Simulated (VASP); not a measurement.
# Tc (Fm-3m) in VASP: notebook, part 2 of 2

VASP 6.6.1. The steps go on from the part before.

### 5 Single point, PBE (volume scaled by 1.05)

INCAR reads:

```
PREC = Accurate
ENCUT = 520
EDIFF = 1E-6
ISMEAR = -1
SIGMA = 0.03
LREAL = False
LASPH = True
NELM = 80
ALGO = Normal
ISIF = 2
LWAVE = False
LCHARG = False
GGA = PE
NBANDS = 12
```

KPOINTS reads:

```
Automatic mesh
0
Gamma
  18 18 18
```

POSCAR reads:

```
Tc
1.0
    0.0000000000      1.9819728958      1.9819728958
    1.9819728958      0.0000000000      1.9819728958
    1.9819728958      1.9819728958      0.0000000000
Tc
1
Direct
    0.0000000000      0.0000000000      0.0000000000
```

Potentials or basis: VASP PAW PBE potentials, release 64 (Tc_pv).

Launch:

```console
> cat potpaw_PBE.64/Tc_pv/POTCAR > POTCAR
> mpirun -np 1 vasp_std > vasp.out
```

OUTCAR:

```text
PREC = Accurate
   ENCUT = 520
   EDIFF = 1E-6
   ISMEAR = -1
   LREAL = False
   LASPH = True
   NELM = 80
   ISIF = 2
   GGA = PE

 ion  position               nearest neighbor table
   1  0.000  0.000  0.000-

  LATTYP: Found a face centered cubic cell.
 ALAT       =     3.9639457916

  Lattice vectors:

 A1 = (   0.0000000000,   1.9819728958,   1.9819728958)
 A2 = (   1.9819728958,   0.0000000000,   1.9819728958)
 A3 = (   1.9819728958,   1.9819728958,   0.0000000000)

Analysis of symmetry for initial positions (statically):
=====================================================================
 Subroutine PRICEL returns:
 Original cell was already a primitive cell.

 Routine SETGRP: Setting up the symmetry group for a
 face centered cubic supercell.

 Subroutine GETGRP returns: Found 48 space group operations
 (whereof 48 operations were pure point group operations)
 out of a pool of 48 trial point group operations.

The static configuration has the point symmetry O_h .

Analysis of symmetry for dynamics (positions and initial velocities):
=====================================================================
 Subroutine PRICEL returns:
 Original cell was already a primitive cell.

 Routine SETGRP: Setting up the symmetry group for a
 face centered cubic supercell.

 Subroutine GETGRP returns: Found 48 space group operations
 (whereof 48 operations were pure point group operations)
 out of a pool of 48 trial point group operations.

The dynamic configuration has the point symmetry O_h .

 Subroutine INISYM returns: Found 48 space group operations
 (whereof 48 operations are pure point group operations),
 and found     1 'primitive' translations

----------------------------------------------------------------------------------------

                                     Primitive cell

  volume of cell :      15.5712

  direct lattice vectors                    reciprocal lattice vectors
     0.000000000  1.981972896  1.981972896    -0.252273884  0.252273884  0.252273884
     1.981972896  0.000000000  1.981972896     0.252273884 -0.252273884  0.252273884
     1.981972896  1.981972896  0.000000000     0.252273884  0.252273884 -0.252273884

  length of vectors
     2.802932949  2.802932949  2.802932949     0.436951184  0.436951184  0.436951184

  position of ions in fractional coordinates (direct lattice)
     0.000000000  0.000000000  0.000000000

  ion indices of the primitive-cell ions
   primitive index   ion index
                 1           1

----------------------------------------------------------------------------------------

 KPOINTS: Automatic mesh

Automatic generation of k-mesh.
 Grid dimensions read from file:
 generate k-points for:   18   18   18

 Generating k-lattice:

  Cartesian coordinates                     Fractional coordinates (reciprocal lattice)
    -0.014015216  0.014015216  0.014015216     0.055555556  0.000000000  0.000000000
     0.014015216 -0.014015216  0.014015216     0.000000000  0.055555556  0.000000000
     0.014015216  0.014015216 -0.014015216     0.000000000  0.000000000  0.055555556

  Length of vectors
     0.024275066  0.024275066  0.024275066

  Shift w.r.t. Gamma in fractional coordinates (k-lattice)
     0.000000000  0.000000000  0.000000000

 Subroutine IBZKPT returns following result:
 ===========================================

 Found    195 irreducible k-points:

 Following reciprocal coordinates:
            Coordinates               Weight
  0.000000  0.000000  0.000000      1.000000
  0.055556  0.000000  0.000000      8.000000
  0.111111  0.000000  0.000000      8.000000
  0.166667  0.000000  0.000000      8.000000
  0.222222  0.000000  0.000000      8.000000
  0.277778  0.000000  0.000000      8.000000
[... 16 lines left out ...]
 -0.277778  0.055556  0.000000     24.000000
 -0.222222  0.055556  0.000000     24.000000
 [... further k-points ...]
   k-points           NKPTS =    195   k-points in BZ     NKDIM =    195   number of bands    NBANDS=     12
   number of dos      NEDOS =    301   number of ions     NIONS =      1
   total plane-waves  NPLWV =  13824
   dimension x,y,z NGX =    24 NGY =   24 NGZ =   24
   dimension x,y,z NGXF=    48 NGYF=   48 NGZF=   48
   ions per type =               1
   NGX,Y,Z   is equivalent  to a cutoff of  14.23, 14.23, 14.23 a.u.
   NGXF,Y,Z  is equivalent  to a cutoff of  28.47, 28.47, 28.47 a.u.
 SYSTEM =  unknown system
   PREC   = accura    normal or accurate (medium, high low for compatibility)
   ISTART =      0    job   : 0-new  1-cont  2-samecut
   ICHARG =      2    charge: 1-file 2-atom 10-const
   ISPIN  =      1    spin polarized calculation?
   LNONCOLLINEAR =      F non collinear calculations
   LSORBIT =      F    spin-orbit coupling
   LASPH  =      T    aspherical Exc in radial PAW
   ENCUT  =  520.0 eV  38.22 Ry    6.18 a.u.   5.21  5.21  5.21*2*pi/ulx,y,z
   NELM   =     80;   NELMIN=  2; NELMDL= -5     # of ELM steps
   EDIFF  = 0.1E-05   stopping-criterion for ELM
   LREAL  =      F    real-space projection
   EDIFFG = 0.1E-04   stopping-criterion for IOM
   NSW    =      0    number of steps for IOM
   IBRION =     -1    ionic relax: 0-MD 1-quasi-New 2-CG
   NFREE  =      0    steps in history (QN), initial steepest desc. (CG)
   ISIF   =      2    stress and relaxation
   ISYM   =      2    0-nonsym 1-usesym 2-fastsym
   POTIM  = 0.5000    time-step for ionic-motion
   TEBEG  =    0.0;   TEEND  =   0.0 temperature during run
   PSTRESS=    0.0 pullay stress
   NELECT =      13.0000    total number of electrons
   NUPDOWN=      -1.0000    fix difference up-down
   EMIN   =  10.00;   EMAX   =-10.00  energy-range for DOS
   EFERMI =   0.00;   METHOD = LEGACY
   ISMEAR =    -1;   SIGMA  =   0.03  broadening in eV -4-tet -1-fermi 0-gaus
   EFERMI_NEDOS =   21; number of points for ismear=-14 and -15
   IALGO  =     38    algorithm
   IMIX   =      4    mixing-type and parameters
     AMIX     =   0.40;   BMIX     =  1.00
     AMIX_MAG =   1.60;   BMIX_MAG =  1.00
  volume/ion in A,a.u.               =      15.57       105.08
  Fermi-wavevector in a.u.,A,eV,Ry     =   1.541517  2.913044 32.331168  2.376274
  Thomas-Fermi vector in A             =   2.647452
   LORBIT       =      0    0 simple, 1 ext, 2 COOP (PROOUT), +10 PAW based schemes
   GGA     = PE    functional components
   LHFCALC =     F    Hartree Fock is set to
   AEXX    =    0.0000 exact exchange contribution
   IVDW    =     0    specifies the selected vdW correction
   LEPSILON=     F    determine dielectric tensor
   LRPA    =     F    only Hartree local field effects (RPA)
 non-spin polarized calculation
  energy-cutoff  :      520.00
  volume of cell :       15.57
 maximum number of plane-waves:       444
 NGX is ok and might be reduce to    24
   NGX = 11   NGY = 11   NGZ = 11

 number of electron      12.9999999 magnetization

 Free energy of the ion-electron system (eV)
  ---------------------------------------------------
  ext. energy  EPLUGINS =         0.00000000
  ---------------------------------------------------
  free energy    TOTEN  =       -10.21609659 eV

  energy without entropy =      -10.21287405  energy(sigma->0) =      -10.21448532

 E-fermi :  11.4194     XC(G=0): -13.3091

 val. band max:       11.4162108847   @ k =   0.1667   0.1111   0.0000
 cond. band min:      11.4479855446   @ k =   0.3889   0.2222   0.0000
 fundamental gap:      0.0317746600
 Fermi energy:        11.4194013668

 k-point     1 :       0.0000    0.0000    0.0000
  band No.  band energies     occupation
      1     -27.0313      2.00000
      2     -27.0313      2.00000
      3     -27.0313      2.00000
      4       4.3058      2.00000
      5       9.8353      2.00000
      6       9.8353      2.00000
      7       9.8353      2.00000
      8      12.1530      0.00000
      9      12.1530      0.00000
     10      25.4589      0.00000
     11      30.6385      0.00000
     12      30.6385      0.00000

 k-point     2 :       0.0556    0.0000    0.0000
  band No.  band energies     occupation
      1     -27.0619      2.00000
      2     -27.0353      2.00000
      3     -27.0353      2.00000
      4       4.4273      2.00000
      5       9.7654      2.00000
      6       9.8877      2.00000
      7       9.8877      2.00000
      8      12.1171      0.00000
      9      12.1171      0.00000
     10      25.6710      0.00000
     11      30.0409      0.00000
     12      30.8406      0.00000
[... 316 lines left out ...]
 k-point    24 :      -0.2222    0.0556    0.0000
  band No.  band energies     occupation
      1     -27.5017      2.00000
      2     -27.1250      2.00000
      3     -27.0826      2.00000
      4       6.1447      2.00000
      5       9.2547      2.00000
      6      10.2104      2.00000
      7      10.2947      2.00000
      8      11.8890      0.00000
      9      12.6540      0.00000
     10      25.8734      0.00000
     11      27.8777      0.00000
     12      32.8100      0.00000

 [... further k-points ...]
[... 5 lines left out ...]
  --------------------------------------------------------------------------------------
  -------------------------------------------------------------------------------------
  Total       -1.7917197     -1.7917197     -1.7917197      0.0000000      0.0000000      0.0000000
  in kB     -184.3561067   -184.3561067   -184.3561067      0.0000000      0.0000000      0.0000000
  external PRESSURE =    -184.3561067 kB  Pullay stress =       0.0000000 kB

 VOLUME and BASIS-vectors are now :
 -----------------------------------------------------------------------------
  energy-cutoff  :      520.00
  volume of cell :       15.57
      direct lattice vectors                 reciprocal lattice vectors
     0.000000000  1.981972896  1.981972896    -0.252273884  0.252273884  0.252273884
     1.981972896  0.000000000  1.981972896     0.252273884 -0.252273884  0.252273884
     1.981972896  1.981972896  0.000000000     0.252273884  0.252273884 -0.252273884

 POSITION                                       TOTAL-FORCE (eV/Angst)
 -----------------------------------------------------------------------------------
      0.00000      0.00000      0.00000         0.000000      0.000000      0.000000
 -----------------------------------------------------------------------------------
    total drift:                               -0.000000     -0.000000     -0.000000

  FREE ENERGIE OF THE ION-ELECTRON SYSTEM (eV)
  ---------------------------------------------------
  free  energy   TOTEN  =       -10.2160965874 eV

  energy  without entropy=      -10.2128740542  energy(sigma->0) =      -10.21448532
```

OSZICAR:

```text
N       E                     dE             d eps       ncg     rms          rms(c)
DAV:   1     0.119013627769E+03    0.11901E+03   -0.77677E+03  4704   0.102E+03
DAV:   2    -0.918364370528E+01   -0.12820E+03   -0.12462E+03  5124   0.309E+02
DAV:   3    -0.110025931473E+02   -0.18189E+01   -0.18105E+01  5220   0.425E+01
DAV:   4    -0.110102196443E+02   -0.76265E-02   -0.76261E-02  5072   0.306E+00
DAV:   5    -0.110102794990E+02   -0.59855E-04   -0.59853E-04  5296   0.261E-01    0.145E+01
DAV:   6    -0.102881682847E+02    0.72211E+00   -0.10595E+00  4804   0.134E+01    0.379E+00
DAV:   7    -0.102206164845E+02    0.67552E-01   -0.12700E-01  5212   0.443E+00    0.548E-01
DAV:   8    -0.102160914787E+02    0.45250E-02   -0.42938E-03  4744   0.777E-01    0.110E-01
DAV:   9    -0.102160975336E+02   -0.60549E-05   -0.10183E-04  5572   0.135E-01    0.114E-02
DAV:  10    -0.102160965874E+02    0.94620E-06   -0.44884E-06  4852   0.241E-02
   1 F= -.10216097E+02 E0= -.10214485E+02  d E =-.322253E-02
```

Run time: 18 s. Hardware: 1 thread of Intel Xeon Platinum 8259CL at 2.50GHz (Skylake/Cascade Lake), shared host; peak memory 0.16 GiB.

Results:

| Property | Result |
| --- | --- |
| Free energy | -10.2161 eV |
| Pressure | -18.4 GPa |

Levels at points of the mesh, in eV from the Fermi level:
| k point | band 4 | band 5 | band 6 | band 7 | band 8 | band 9 | band 10 | band 11 |
| --- | --- | --- | --- | --- | --- | --- | --- | --- |
| (0.00, 0.00, 0.00) | -7.11 | -1.58 | -1.58 | -1.58 | 0.73 | 0.73 | 14.04 | 19.22 |
| (0.50, 0.00, 0.00) | -5.04 | -1.72 | -1.72 | 1.12 | 2.53 | 2.53 | 9.72 | 13.65 |
| (0.50, 0.50, 0.00) | -5.30 | -4.75 | 2.48 | 3.03 | 3.03 | 3.54 | 12.49 | 12.49 |

Caveat: the cell differs from its parent crystal (volume scaled by 1.05).

### 6 Single point, PBE+U

This run uses another cell than the first one, of 14.83 Å³/atom, 1.026 times its volume.

INCAR reads:

```
SYSTEM = Tc
ALGO     = Normal         ! electronic algorithm
EDIFF    = 1E-7           ! SCF threshold, eV
ENCUT    = 520            ! plane-wave cutoff, eV
GGA      = PE             ! functional
ISIF     = 2              ! what is computed and relaxed
ISMEAR   = -1             ! smearing method
LASPH    = .TRUE.         ! aspherical terms in the spheres
LCHARG   = .TRUE.         ! write CHGCAR
LDAU     = .TRUE.         ! DFT+U
LDAUJ    = 0            
LDAUL    = 2              ! shell
LDAUPRINT= 1            
LDAUTYPE = 2            
LDAUU    = 3              ! U, eV
LELF     = .TRUE.         ! ELF
LMAXMIX  = 4              ! l up to which the mixer works
LREAL    = .FALSE.        ! projectors in reciprocal space
LVHAR    = .TRUE.       
LWAVE    = .FALSE.        ! write WAVECAR
NBANDS   = 12             ! bands
NELM     = 150            ! most SCF steps
PREC     = Accurate       ! precision mode
SIGMA    = 0.03           ! smearing width, eV
```

KPOINTS reads:

```
k-points
0
G
  18 18 18
  0 0 0
```

POSCAR reads:

```
Tc
1.0
    0.0000000000      1.9500000000      1.9500000000
    1.9500000000      0.0000000000      1.9500000000
    1.9500000000      1.9500000000      0.0000000000
Tc
1
Direct
    0.0000000000      0.0000000000      0.0000000000
```

Potentials or basis: VASP PAW PBE potentials, release 64 (Tc_pv).

Launch:

```console
> cat potpaw_PBE.64/Tc_pv/POTCAR > POTCAR
> mpirun -np 1 vasp_std > vasp.out
```

OUTCAR:

```text
SYSTEM = Tc
   EDIFF = 1E-7
   ENCUT = 520
   GGA = PE
   ISIF = 2
   ISMEAR = -1
   LASPH = .TRUE.
   LREAL = .FALSE.
   NELM = 150
   PREC = Accurate

 ion  position               nearest neighbor table
   1  0.000  0.000  0.000-

  LATTYP: Found a face centered cubic cell.
 ALAT       =     3.9000000000

  Lattice vectors:

 A1 = (   0.0000000000,   1.9500000000,   1.9500000000)
 A2 = (   1.9500000000,   0.0000000000,   1.9500000000)
 A3 = (   1.9500000000,   1.9500000000,   0.0000000000)

Analysis of symmetry for initial positions (statically):
=====================================================================
 Subroutine PRICEL returns:
 Original cell was already a primitive cell.

 Routine SETGRP: Setting up the symmetry group for a
 face centered cubic supercell.

 Subroutine GETGRP returns: Found 48 space group operations
 (whereof 48 operations were pure point group operations)
 out of a pool of 48 trial point group operations.

The static configuration has the point symmetry O_h .

Analysis of symmetry for dynamics (positions and initial velocities):
=====================================================================
 Subroutine PRICEL returns:
[... 197 lines left out ...]
 Fermi energy:        12.2620784837

 k-point     1 :       0.0000    0.0000    0.0000
  band No.  band energies     occupation
      1     -26.1607      2.00000
      2     -26.1607      2.00000
      3     -26.1607      2.00000
      4       4.8839      2.00000
      5      10.3479      2.00000
      6      10.3479      2.00000
      7      10.3479      2.00000
      8      13.2104      0.00000
      9      13.2104      0.00000
     10      26.2872      0.00000
     11      31.6850      0.00000
     12      31.6850      0.00000
[... 331 lines left out ...]
 k-point    24 :      -0.2222    0.0556    0.0000
  band No.  band energies     occupation
      1     -26.7159      2.00000
      2     -26.2704      2.00000
      3     -26.2202      2.00000
      4       6.7455      2.00000
      5       9.7920      2.00000
      6      10.8579      2.00000
      7      10.9284      2.00000
      8      12.8146      0.00000
      9      13.6363      0.00000
     10      26.8759      0.00000
     11      29.0285      0.00000
     12      34.1472      0.00000

 [... further k-points ...]
[... 5 lines left out ...]
  --------------------------------------------------------------------------------------
  -------------------------------------------------------------------------------------
  Total       -0.6716583     -0.6716583     -0.6716583     -0.0000000      0.0000000     -0.0000000
  in kB      -72.5646555    -72.5646555    -72.5646555     -0.0000000      0.0000000     -0.0000000
  external PRESSURE =     -72.5646555 kB  Pullay stress =       0.0000000 kB

 VOLUME and BASIS-vectors are now :
 -----------------------------------------------------------------------------
  energy-cutoff  :      520.00
  volume of cell :       14.83
      direct lattice vectors                 reciprocal lattice vectors
     0.000000000  1.950000000  1.950000000    -0.256410256  0.256410256  0.256410256
     1.950000000  0.000000000  1.950000000     0.256410256 -0.256410256  0.256410256
     1.950000000  1.950000000  0.000000000     0.256410256  0.256410256 -0.256410256

 POSITION                                       TOTAL-FORCE (eV/Angst)
 -----------------------------------------------------------------------------------
      0.00000      0.00000      0.00000         0.000000      0.000000      0.000000
 -----------------------------------------------------------------------------------
    total drift:                               -0.000000      0.000000      0.000000

  FREE ENERGIE OF THE ION-ELECTRON SYSTEM (eV)
  ---------------------------------------------------
  free  energy   TOTEN  =        -6.5622447975 eV

  energy  without entropy=       -6.5594593606  energy(sigma->0) =       -6.56085208
```

OSZICAR:

```text
N       E                     dE             d eps       ncg     rms          rms(c)
DAV:   1     0.121863214699E+03    0.12186E+03   -0.78267E+03  4720   0.103E+03
DAV:   2    -0.548764966273E+01   -0.12735E+03   -0.12377E+03  5168   0.311E+02
DAV:   3    -0.727763994788E+01   -0.17900E+01   -0.17857E+01  5196   0.423E+01
DAV:   4    -0.728510960766E+01   -0.74697E-02   -0.74693E-02  5108   0.302E+00
DAV:   5    -0.728516578349E+01   -0.56176E-04   -0.56175E-04  5276   0.252E-01    0.158E+01
DAV:   6    -0.662125885072E+01    0.66391E+00   -0.96683E-01  4840   0.129E+01    0.459E+00
DAV:   7    -0.655804194131E+01    0.63217E-01   -0.15091E-01  5220   0.477E+00    0.673E-01
DAV:   8    -0.656065436280E+01   -0.26124E-02   -0.16406E-02  4732   0.106E+00    0.221E-01
DAV:   9    -0.656174993774E+01   -0.10956E-02   -0.12294E-03  5620   0.228E-01    0.964E-02
DAV:  10    -0.656223664223E+01   -0.48670E-03   -0.20016E-03  4784   0.197E-01    0.178E-02
DAV:  11    -0.656224174755E+01   -0.51053E-05   -0.12453E-05  5180   0.359E-02    0.884E-03
DAV:  12    -0.656224521336E+01   -0.34658E-05   -0.93999E-07  4884   0.101E-02    0.230E-03
DAV:  13    -0.656224497901E+01    0.23435E-06   -0.15168E-08  2792   0.127E-03    0.119E-03
DAV:  14    -0.656224482100E+01    0.15801E-06   -0.50223E-09  2416   0.923E-04    0.371E-05
DAV:  15    -0.656224479753E+01    0.23470E-07   -0.30906E-10  2416   0.221E-04
   1 F= -.65622448E+01 E0= -.65608521E+01  d E =-.278544E-02
```

Run time: 26 s. Hardware: 1 thread of Intel Xeon Platinum 8259CL at 2.50GHz (Skylake/Cascade Lake), shared host; peak memory 0.16 GiB.

What came out:

```
Free energy : -6.5622 eV
Pressure    : -7.3 GPa
```

Levels at points of the mesh, in eV from the Fermi level:
| k point | band 4 | band 5 | band 6 | band 7 | band 8 | band 9 | band 10 | band 11 |
| --- | --- | --- | --- | --- | --- | --- | --- | --- |
| (0.00, 0.00, 0.00) | -7.38 | -1.91 | -1.91 | -1.91 | 0.95 | 0.95 | 14.03 | 19.42 |
| (0.50, 0.00, 0.00) | -5.49 | -1.86 | -1.86 | 1.16 | 2.67 | 2.67 | 10.25 | 13.63 |
| (0.50, 0.50, 0.00) | -5.57 | -5.29 | 2.83 | 3.06 | 3.06 | 3.72 | 12.81 | 12.81 |

Eigenvalues of the final occupation matrices:
```tsv
site	spin	trace	eigenvalues
site 1 d	1	2.56	0.43 0.43 0.56 0.56 0.56
site 1 d	2	2.56	0.43 0.43 0.56 0.56 0.56
```

Caveat: U without spin polarisation on a metal has little footing; the U is typed as a test and isn't derived for this compound.

### 7 Summary

```csv
level,U,cell,gap on the mesh (eV),pressure (GPa)
PBE,-,"a = 2.735 Å, angles 60.0°, 1 atom",none,0.4
PBE,-,"a = 2.758 Å, angles 60.0°, 1 atom",none,-6.8
PBE,-,"a = 2.781 Å, angles 60.0°, 1 atom",none,-13.1
PBE,-,"a = 2.803 Å, angles 60.0°, 1 atom",none,-18.4
PBE+U,Tc d U = 3.0 eV,"a = 2.758 Å, angles 60.0°, 1 atom",none,-7.3
```

Alike in all rows: task single point; potentials or basis VASP PAW PBE potentials, release 64 (Tc_pv); no spin polarisation; k mesh 18 × 18 × 18; cutoff (eV) 520; smearing fermi-dirac 0.03 eV.

Caveats: U without spin polarisation on a metal has little footing (some runs); the U is typed as a test and isn't derived for this compound (some runs).

Total energies depend on the potentials used, so only differences within one code and one set of settings carry meaning.
